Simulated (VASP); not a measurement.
B2W3: single point with PBE

B2W3:

```xyz
5
Lattice="2.0597 1.1891 4.2043 -2.0597 1.1891 4.2043 0.0000 -2.3783 4.2043" Properties=species:S:1:pos:R:3 pbc="T T T"
B     0.0000    0.0000    2.5226
B     0.0000    0.0000   10.0902
W     0.0000    0.0000    0.0000
W     0.0000    0.0000    7.5677
W     0.0000    0.0000    5.0451
```

```json
{
  "Program": "VASP 6.6.1",
  "Task": "single point",
  "Functional": "PBE",
  "Potentials or basis": "VASP PAW PBE potentials, release 64 (B, W_sv)",
  "Cutoff": "520 eV",
  "k mesh": "6 × 6 × 6",
  "Occupations": "gaussian, width 0.1 eV",
  "Spin": "no spin polarisation",
  "Dipole correction": "no",
  "Further INCAR settings": "ALGO = Fast; EDIFF = 1e-06; NBANDS = 32"
}
```

- Pressure: 18.7 GPa
- Largest force: 1.215 eV/Å
- Band gap on the k mesh: zero (band 24 reaches 10.78 eV, above the bottom of band 25 at 10.08 eV)

Forces on the atoms (eV/Å):
```
B    0.000  0.000 -0.128
B    0.000  0.000  0.128
W    0.000  0.000  0.000
W    0.000  0.000 -1.215
W    0.000  0.000  1.215
```

Stress tensor (GPa, compression positive):
```
29.16  0.00  0.00
 0.00 29.16  0.00
 0.00  0.00 -2.23
```

Levels at points of the mesh, in eV from the Fermi level:
```
           k point  band 22  band 23  band 24  band 25  band 26  band 27
(0.00, 0.00, 0.00)    -1.34    -0.35    -0.07    -0.07     1.97     1.97
(0.50, 0.00, 0.00)    -1.90    -0.51     0.04     1.17     1.28     1.47
(0.50, 0.50, 0.00)    -1.55    -1.42     0.05     0.26     0.95     1.45
(0.50, 0.50, 0.50)    -2.58    -1.02    -1.02     0.79     2.57     2.57
```

It took 44 s on 1 thread of Intel(R) Xeon(R) 6975P-C (Granite Rapids) (shared host), peak memory 0.23 GiB.

Caveat: spin-orbit coupling is left out, which moves the levels of the heavy elements; forces of over 1 eV/Å act on the atoms, so gaps and moduli don't describe the material at rest.
